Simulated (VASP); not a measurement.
# Sr (Fm-3m) in VASP: a series of runs

The runs below take Sr through single point, with revPBE, r2SCAN.

All numbers are computed with VASP 6.6.1; they aren't measurements. Logs are shortened: lines on timing, memory, paths and dates and some standing lists are left out, and cuts for length are marked.

## 1. The cell of the first run

It takes space group Fm-3m (No. 225, cubic). The conventional cell has a = 6.085 Å, b = 6.085 Å, c = 6.085 Å, α = 90.00°, β = 90.00°, γ = 90.00°. Sr (site symmetry m-3m) has 12 Sr at 4.30 Å within 5.6 Å.

## 2. Single point, revPBE

Input file INCAR:

```
ALGO     = Normal         # electronic algorithm
EDIFF    = 1E-6           # SCF threshold, eV
ENCUT    = 500            # plane-wave cutoff, eV
GGA      = RE             # functional
GGA_COMPAT= F            
ISIF     = 2              # what is computed and relaxed
ISMEAR   = 1              # smearing method
LASPH    = T              # aspherical terms in the spheres
LCHARG   = F              # write CHGCAR
LREAL    = F              # projectors in reciprocal space
LWAVE    = F              # write WAVECAR
NBANDS   = 11             # bands
NELM     = 120            # most SCF steps
PREC     = Accurate       # precision mode
SIGMA    = 0.1            # smearing width, eV
```

Input file KPOINTS:

```
k-points
0
Gamma
  9 9 9
```

Input file POSCAR:

```
Sr
1.0
    0.0000000000      3.0423500000      3.0423500000
    3.0423500000      0.0000000000      3.0423500000
    3.0423500000      3.0423500000      0.0000000000
Sr
1
Direct
    0.0000000000      0.0000000000      0.0000000000
```

Potentials or basis: VASP PAW PBE potentials, release 64 (Sr_sv).

Run with:

```bash
$ cat potpaw_PBE.64/Sr_sv/POTCAR > POTCAR
$ mpirun -np 1 vasp_std > vasp.out
```

OUTCAR:

```text
EDIFF = 1E-6
   ENCUT = 500
   GGA = RE
   ISIF = 2
   ISMEAR = 1
   LASPH = T
   LREAL = F
   NELM = 120
   PREC = Accurate

 ion  position               nearest neighbor table
   1  0.000  0.000  0.000-

  LATTYP: Found a face centered cubic cell.
 ALAT       =     6.0847000000

  Lattice vectors:

 A1 = (   0.0000000000,   3.0423500000,   3.0423500000)
 A2 = (   3.0423500000,   0.0000000000,   3.0423500000)
 A3 = (   3.0423500000,   3.0423500000,   0.0000000000)

Analysis of symmetry for initial positions (statically):
=====================================================================
 Subroutine PRICEL returns:
 Original cell was already a primitive cell.

 Routine SETGRP: Setting up the symmetry group for a
 face centered cubic supercell.

 Subroutine GETGRP returns: Found 48 space group operations
 (whereof 48 operations were pure point group operations)
 out of a pool of 48 trial point group operations.

The static configuration has the point symmetry O_h .

Analysis of symmetry for dynamics (positions and initial velocities):
=====================================================================
 Subroutine PRICEL returns:
 Original cell was already a primitive cell.

 Routine SETGRP: Setting up the symmetry group for a
 face centered cubic supercell.

 Subroutine GETGRP returns: Found 48 space group operations
 (whereof 48 operations were pure point group operations)
 out of a pool of 48 trial point group operations.

The dynamic configuration has the point symmetry O_h .

 Subroutine INISYM returns: Found 48 space group operations
 (whereof 48 operations are pure point group operations),
 and found     1 'primitive' translations

----------------------------------------------------------------------------------------

                                     Primitive cell

  volume of cell :      56.3193

  direct lattice vectors                    reciprocal lattice vectors
     0.000000000  3.042350000  3.042350000    -0.164346640  0.164346640  0.164346640
     3.042350000  0.000000000  3.042350000     0.164346640 -0.164346640  0.164346640
     3.042350000  3.042350000  0.000000000     0.164346640  0.164346640 -0.164346640

  length of vectors
     4.302532631  4.302532631  4.302532631     0.284656730  0.284656730  0.284656730

  position of ions in fractional coordinates (direct lattice)
     0.000000000  0.000000000  0.000000000

  ion indices of the primitive-cell ions
   primitive index   ion index
                 1           1

----------------------------------------------------------------------------------------

 KPOINTS: k-points

Automatic generation of k-mesh.
 Grid dimensions read from file:
 generate k-points for:    9    9    9

 Generating k-lattice:

  Cartesian coordinates                     Fractional coordinates (reciprocal lattice)
    -0.018260738  0.018260738  0.018260738     0.111111111  0.000000000  0.000000000
     0.018260738 -0.018260738  0.018260738     0.000000000  0.111111111  0.000000000
     0.018260738  0.018260738 -0.018260738     0.000000000  0.000000000  0.111111111

  Length of vectors
     0.031628526  0.031628526  0.031628526

  Shift w.r.t. Gamma in fractional coordinates (k-lattice)
     0.000000000  0.000000000  0.000000000

 Subroutine IBZKPT returns following result:
 ===========================================

 Found     35 irreducible k-points:

 Following reciprocal coordinates:
            Coordinates               Weight
  0.000000  0.000000  0.000000      1.000000
  0.111111  0.000000  0.000000      8.000000
  0.222222  0.000000  0.000000      8.000000
  0.333333  0.000000  0.000000      8.000000
  0.444444  0.000000  0.000000      8.000000
  0.111111  0.111111  0.000000      6.000000
[... 16 lines left out ...]
 -0.333333  0.333333  0.000000     12.000000
  0.444444  0.444444  0.000000      6.000000
 [... further k-points ...]
   k-points           NKPTS =     35   k-points in BZ     NKDIM =     35   number of bands    NBANDS=     11
   number of dos      NEDOS =    301   number of ions     NIONS =      1
   total plane-waves  NPLWV =  32768
   dimension x,y,z NGX =    32 NGY =   32 NGZ =   32
   dimension x,y,z NGXF=    64 NGYF=   64 NGZF=   64
   ions per type =               1
   NGX,Y,Z   is equivalent  to a cutoff of  12.36, 12.36, 12.36 a.u.
   NGXF,Y,Z  is equivalent  to a cutoff of  24.73, 24.73, 24.73 a.u.
 SYSTEM =  unknown system
   PREC   = accura    normal or accurate (medium, high low for compatibility)
   ISTART =      0    job   : 0-new  1-cont  2-samecut
   ICHARG =      2    charge: 1-file 2-atom 10-const
   ISPIN  =      1    spin polarized calculation?
   LNONCOLLINEAR =      F non collinear calculations
   LSORBIT =      F    spin-orbit coupling
   LASPH  =      T    aspherical Exc in radial PAW
   ENCUT  =  500.0 eV  36.75 Ry    6.06 a.u.   7.84  7.84  7.84*2*pi/ulx,y,z
   NELM   =    120;   NELMIN=  2; NELMDL= -5     # of ELM steps
   EDIFF  = 0.1E-05   stopping-criterion for ELM
   LREAL  =      F    real-space projection
   EDIFFG = 0.1E-04   stopping-criterion for IOM
   NSW    =      0    number of steps for IOM
   IBRION =     -1    ionic relax: 0-MD 1-quasi-New 2-CG
   NFREE  =      0    steps in history (QN), initial steepest desc. (CG)
   ISIF   =      2    stress and relaxation
   ISYM   =      2    0-nonsym 1-usesym 2-fastsym
   POTIM  = 0.5000    time-step for ionic-motion
   TEBEG  =    0.0;   TEEND  =   0.0 temperature during run
   PSTRESS=    0.0 pullay stress
   NELECT =      10.0000    total number of electrons
   NUPDOWN=      -1.0000    fix difference up-down
   EMIN   =  10.00;   EMAX   =-10.00  energy-range for DOS
   EFERMI =   0.00;   METHOD = LEGACY
   ISMEAR =     1;   SIGMA  =   0.10  broadening in eV -4-tet -1-fermi 0-gaus
   EFERMI_NEDOS =   21; number of points for ismear=-14 and -15
   IALGO  =     38    algorithm
   IMIX   =      4    mixing-type and parameters
     AMIX     =   0.40;   BMIX     =  1.00
     AMIX_MAG =   1.60;   BMIX_MAG =  1.00
  volume/ion in A,a.u.               =      56.32       380.06
  Fermi-wavevector in a.u.,A,eV,Ry     =   0.920144  1.738819 11.519569  0.846664
  Thomas-Fermi vector in A             =   2.045416
   LORBIT       =      0    0 simple, 1 ext, 2 COOP (PROOUT), +10 PAW based schemes
   GGA     = RE    functional components
   LHFCALC =     F    Hartree Fock is set to
   AEXX    =    0.0000 exact exchange contribution
   IVDW    =     0    specifies the selected vdW correction
   LEPSILON=     F    determine dielectric tensor
   LRPA    =     F    only Hartree local field effects (RPA)
 non-spin polarized calculation
 Methfessel and Paxton  Order N= 1 SIGMA  =   0.10
  energy-cutoff  :      500.00
  volume of cell :       56.32
 maximum number of plane-waves:      1459
   NGX = 15   NGY = 15   NGZ = 15

 number of electron      10.0000000 magnetization

 Free energy of the ion-electron system (eV)
  ---------------------------------------------------
  ext. energy  EPLUGINS =         0.00000000
  ---------------------------------------------------
  free energy    TOTEN  =        -1.47545633 eV

  energy without entropy =       -1.47497173  energy(sigma->0) =       -1.47529480

 E-fermi :   1.5595     XC(G=0):  -7.1925

 val. band max:        1.5297912486   @ k =  -0.3333   0.4444   0.2222
 cond. band min:       1.5938045420   @ k =  -0.4444   0.2222   0.0000
 fundamental gap:      0.0640132934
 Fermi energy:         1.5594540649

 k-point     1 :       0.0000    0.0000    0.0000
  band No.  band energies     occupation
      1     -35.1182      2.00000
      2     -17.0131      2.00000
      3     -17.0131      2.00000
      4     -17.0131      2.00000
      5      -2.0099      2.00000
      6       3.9370      0.00000
      7       3.9370      0.00000
      8       3.9370      0.00000
      9       5.3657      0.00000
     10       5.3657      0.00000
     11       8.5851      0.00000

 k-point     2 :       0.1111    0.0000    0.0000
  band No.  band energies     occupation
      1     -35.1168      2.00000
      2     -17.0343      2.00000
      3     -17.0160      2.00000
      4     -17.0160      2.00000
      5      -1.8175      2.00000
      6       3.6421      0.00000
      7       4.0225      0.00000
      8       4.0225      0.00000
      9       5.2553      0.00000
     10       5.2553      0.00000
     11       9.0521      0.00000

 k-point     3 :       0.2222    0.0000    0.0000
  band No.  band energies     occupation
      1     -35.1132      2.00000
      2     -17.0872      2.00000
      3     -17.0232      2.00000
      4     -17.0232      2.00000
      5      -1.2718      2.00000
      6       3.0202     -0.00000
      7       4.1029      0.00000
      8       4.1029      0.00000
      9       5.2399      0.00000
     10       5.2399      0.00000
     11       8.4957      0.00000

 k-point     4 :       0.3333    0.0000    0.0000
  band No.  band energies     occupation
      1     -35.1090      2.00000
      2     -17.1464      2.00000
      3     -17.0314      2.00000
      4     -17.0314      2.00000
      5      -0.4758      2.00000
      6       2.3531     -0.00000
      7       3.9504      0.00000
      8       3.9504      0.00000
      9       5.7014      0.00000
     10       5.7014      0.00000
     11       7.6647      0.00000
[... 239 lines left out ...]
 k-point    22 :      -0.4444    0.3333    0.0000
  band No.  band energies     occupation
      1     -35.1025      2.00000
      2     -17.1576      2.00000
      3     -17.1027      2.00000
      4     -17.0654      2.00000
      5       1.2593      2.00019
      6       1.8854     -0.00004
      7       2.5198     -0.00000
      8       4.9797      0.00000
      9       5.5860      0.00000
     10       6.3759      0.00000
     11       7.0532      0.00000

 k-point    23 :      -0.3333    0.3333    0.0000
  band No.  band energies     occupation
      1     -35.1029      2.00000
      2     -17.1322      2.00000
      3     -17.1312      2.00000
      4     -17.0557      2.00000
      5       1.3942      2.04133
      6       1.9359     -0.00000
      7       2.3393     -0.00000
      8       4.6583      0.00000
      9       5.5750      0.00000
     10       5.8790      0.00000
     11       8.0083      0.00000

 k-point    24 :       0.4444    0.4444    0.0000
  band No.  band energies     occupation
      1     -35.1024      2.00000
      2     -17.1746      2.00000
      3     -17.0757      2.00000
      4     -17.0757      2.00000
      5       0.8425      2.00000
      6       2.0073     -0.00000
      7       2.6180     -0.00000
      8       6.1161      0.00000
      9       6.1161      0.00000
     10       6.3413      0.00000
     11       7.4120      0.00000

 [... further k-points ...]

------------------------ aborting loop because EDIFF is reached ----------------------------------------

  FORCE on cell =-STRESS in cart. coord.  units (eV):
  Direction    XX          YY          ZZ          XY          YZ          ZX
  --------------------------------------------------------------------------------------
  -------------------------------------------------------------------------------------
  Total        0.0606477      0.0606477      0.0606477      0.0000000      0.0000000      0.0000000
  in kB        1.7253105      1.7253105      1.7253105      0.0000000      0.0000000      0.0000000
  external PRESSURE =       1.7253105 kB  Pullay stress =       0.0000000 kB

 VOLUME and BASIS-vectors are now :
 -----------------------------------------------------------------------------
  energy-cutoff  :      500.00
  volume of cell :       56.32
      direct lattice vectors                 reciprocal lattice vectors
     0.000000000  3.042350000  3.042350000    -0.164346640  0.164346640  0.164346640
     3.042350000  0.000000000  3.042350000     0.164346640 -0.164346640  0.164346640
     3.042350000  3.042350000  0.000000000     0.164346640  0.164346640 -0.164346640

 POSITION                                       TOTAL-FORCE (eV/Angst)
 -----------------------------------------------------------------------------------
      0.00000      0.00000      0.00000         0.000000      0.000000      0.000000
 -----------------------------------------------------------------------------------
    total drift:                                0.000000      0.000000     -0.000000

  FREE ENERGIE OF THE ION-ELECTRON SYSTEM (eV)
  ---------------------------------------------------
  free  energy   TOTEN  =        -1.4754563327 eV

  energy  without entropy=       -1.4749717258  energy(sigma->0) =       -1.47529480
```

Wall time 23 s (1 thread of Intel Xeon Platinum 8488C (Sapphire Rapids), shared host); peak memory 0.17 GiB.

Results:

* Free energy: -1.4755 eV
* Pressure: 0.2 GPa

Levels at points of the mesh, in eV from the Fermi level:
| k point | band 3 | band 4 | band 5 | band 6 | band 7 | band 8 |
| --- | --- | --- | --- | --- | --- | --- |
| (0.00, 0.00, 0.00) | -18.57 | -18.57 | -3.57 | 2.38 | 2.38 | 2.38 |

Caveat: the PAW data sets were made with another functional, which shifts forces and pressure a little.

## 3. Single point, r2SCAN

POSCAR is that of step 2.

Input file INCAR.step1:

```
PREC = Accurate
ENCUT = 550
ISMEAR = 1
SIGMA = 0.1
LREAL = False
LASPH = True
NELM = 120
NBANDS = 11
GGA = PE
ALGO = Normal
EDIFF = 1E-5
LWAVE = True
LCHARG = False
GGA_COMPAT = False
```

Input file INCAR.step2:

```
PREC = Accurate
ENCUT = 550
EDIFF = 1E-6
ISMEAR = 1
SIGMA = 0.1
LREAL = False
LASPH = True
NELM = 120
ALGO = Normal
ISIF = 2
LWAVE = False
LCHARG = False
METAGGA = R2SCAN
LMIXTAU = True
NBANDS = 11
ISTART = 1
GGA_COMPAT = False
```

Input file KPOINTS:

```
regular mesh
0
Gamma
  9 9 9
```

Potentials or basis: VASP PAW PBE potentials, release 64 (Sr_sv).

Run with:

```bash
$ cat potpaw_PBE.64/Sr_sv/POTCAR > POTCAR
$ cp INCAR.step1 INCAR
$ mpirun -np 1 vasp_std > vasp.out
$ cp INCAR.step2 INCAR
$ mpirun -np 1 vasp_std > vasp.out
```

Run time: 1.9 min. Hardware: 1 thread of Intel Xeon Platinum 8488C (Sapphire Rapids), shared host; peak memory 0.21 GiB.

It converged, with:

```
Free energy : -15.0944 eV
Pressure    : 0.1 GPa
```

Levels at points of the mesh, in eV from the Fermi level:
```csv
k point,band 2,band 3,band 4,band 5,band 6,band 7,band 8,band 9
"(0.00, 0.00, 0.00)",-19.30,-19.30,-19.30,-3.77,2.71,2.71,2.71,4.22
```

Caveat: the PAW data sets were made with another functional, which shifts forces and pressure a little.
